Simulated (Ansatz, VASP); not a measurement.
## GaN: VASP beside Ansatz

INCAR

```
SYSTEM = GaN
  ALGO = Normal
  EDIFF = 1E-7
  ENCUT = 520
  GGA = PE
  ISIF = 2
  ISMEAR = 0
  LASPH = .True.
  LCHARG = .False.
  LREAL = .False.
  LWAVE = .False.
  NBANDS = 16
  NELM = 60
  PREC = Accurate
  SIGMA = 0.05
```

The input KPOINTS:

```
k-points
0
Gamma
  10 10 10
  0 0 0
```

POSCAR

```
GaN
1.0
    0.0000000000      2.1408255771      2.1971630923
    2.1408255771      0.0000000000      2.1971630923
    2.1408255771      2.1408255771      0.0000000000
Ga N
1 1
Direct
    0.0000000000      0.0000000000      0.0000000000
    0.7500000000      0.7500000000      0.7500000000
```

Input for Ansatz:

```yaml
crystal:
  lattice:
    - [0.0, 2.1408255771, 2.1971630923]
    - [2.1408255771, 0.0, 2.1971630923]
    - [2.1408255771, 2.1408255771, 0.0]
  atoms:
    - { symbol: Ga, position: [0.0, 0.0, 0.0] }
    - { symbol: "N", position: [0.75, 0.75, 0.75] }
basis:
  ecutwfc: 420
kpoints:
  mp_grid: { grid: [10, 10, 10] }
hamiltonian:
  xc: pbe
scf:
  occupations: { method: gaussian, width: 0.05 }
output:
  forces: true
  stress: true
  eigenvalues: true
```

Change from the starting cell: strain -0.050 along x and y, -0.025 along z, atoms carried along.

Alike in both runs: task single point; functional PBE; k mesh 10 × 10 × 10; occupations gaussian, width 0.05 eV; no spin polarisation.

|  | VASP | Ansatz |
| --- | --- | --- |
| version | VASP 6.6.1 | Ansatz 0.2.0 |
| potentials or method | VASP PAW PBE potentials, release 64 (Ga_d, N), cutoff 520 eV | scalar-relativistic, plane waves, PAW |
| valence electrons in the cell | 18 | 18 |

Ansatz gave:

* gap on the k mesh at the Fermi level (eV): 2.49
* least direct gap on the mesh (eV): 2.49
* pressure (GPa): 37.5
* traceless stress, the component that is largest in VASP (GPa): -1.88

Question: Which values does VASP return?

Answer: gap on the k mesh at the Fermi level (eV): 2.50; least direct gap on the mesh (eV): 2.50; pressure (GPa): 37.3; traceless stress, the component that is largest in VASP (GPa): -1.91.

Both programs put the cell under a high pressure, so it lies far from rest at this level. With one functional, cell and mesh, what is left measures potentials, basis and numerics.
